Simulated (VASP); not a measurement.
Wanted: the native input for a VASP 6.6.1 run.

| Property | Result |
| --- | --- |
| Task | single point |
| Functional | PBEsol |
| Potentials or basis | VASP PAW PBE potentials, release 64 (Nb_sv) |
| Cutoff | 500 eV |
| k mesh | 7 × 7 × 7 |
| Occupations | gaussian, width 0.05 eV |
| Spin | no spin polarisation |
| Dipole correction | no |
| Further INCAR settings | ALGO = Normal; EDIFF = 1e-06; NBANDS = 12 |

The structure of Nb lies in POSCAR:

```
Nb
1.0
    0.0000000000      2.0494095540      2.0494095540
    2.0494095540      0.0000000000      2.0494095540
    2.0494095540      2.0494095540      0.0000000000
Nb
1
Direct
    0.0000000000      0.0000000000      0.0000000000
```

This isn't the form of Nb at room conditions, which is bcc.

The input as run:

INCAR

```
SYSTEM = Nb
PREC = Accurate ; ENCUT = 500
EDIFF = 1E-6 ; ISMEAR = 0
SIGMA = 0.05 ; LREAL = .False.
LASPH = .True. ; NELM = 120
ALGO = Normal ; ISIF = 2
LWAVE = .False. ; LCHARG = .True.
GGA = PS ; LELF = .True.
LVHAR = .True. ; NBANDS = 12
GGA_COMPAT = .False.
```

KPOINTS

```
regular mesh
0
Gamma
  7 7 7
  0 0 0
```

Potentials or basis: VASP PAW PBE potentials, release 64 (Nb_sv).

The run is started by

```bash
$ cat potpaw_PBE.64/Nb_sv/POTCAR > POTCAR
$ mpirun -np 1 vasp_std > vasp.out
```

Results of the run:

The pressure is 9.3 GPa and the band gap on the k mesh is zero (an odd number of electrons rules out a gap without spin polarisation).

Caveat: the k points lie up to 0.38 Å⁻¹ apart, too coarse for converged energies and pressures of a metal; the PAW data sets were made with another functional, which shifts forces and pressure a little.

Run time: 4.5 s on 1 thread of Intel(R) Xeon(R) Platinum 8259CL CPU @ 2.50GHz (Skylake/Cascade Lake), on a shared host, peak memory 0.13 GiB.
